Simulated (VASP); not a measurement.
Crystal: LiNbO3.

```
CELL_PARAMETERS angstrom
3.87417 0.00000 0.00000
0.00000 3.93317 0.00000
0.00000 0.00000 3.93317
ATOMIC_POSITIONS crystal
Li 0.00000 0.00000 0.00000
Nb 0.50000 0.50000 0.50000
O 0.50000 0.50000 0.00000
O 0.50000 0.00000 0.50000
O 0.00000 0.50000 0.50000
```

This cell differs from its parent crystal: uniaxial x strain -1.5%.

Base run:

- Program: VASP 6.6.1
- Functional: r2SCAN
- Potentials or basis: VASP PAW PBE potentials, release 64 (Li_sv, Nb_sv, O)
- Cutoff: 520 eV
- k mesh: 6 × 6 × 6
- Occupations: gaussian, width 0.01 eV
- Spin: no spin polarisation

Its results: band gap on the k mesh 2.13 eV (least direct gap 2.97 eV).

Q: The run is repeated on the same cell with these changes: functional from r2SCAN to PBE; occupations from gaussian, width 0.01 eV to fermi-dirac, width 0.02 eV. What comes out?

A: Band gap on the k mesh 1.73 eV (least direct gap 2.52 eV).

A k mesh can miss the band edges.
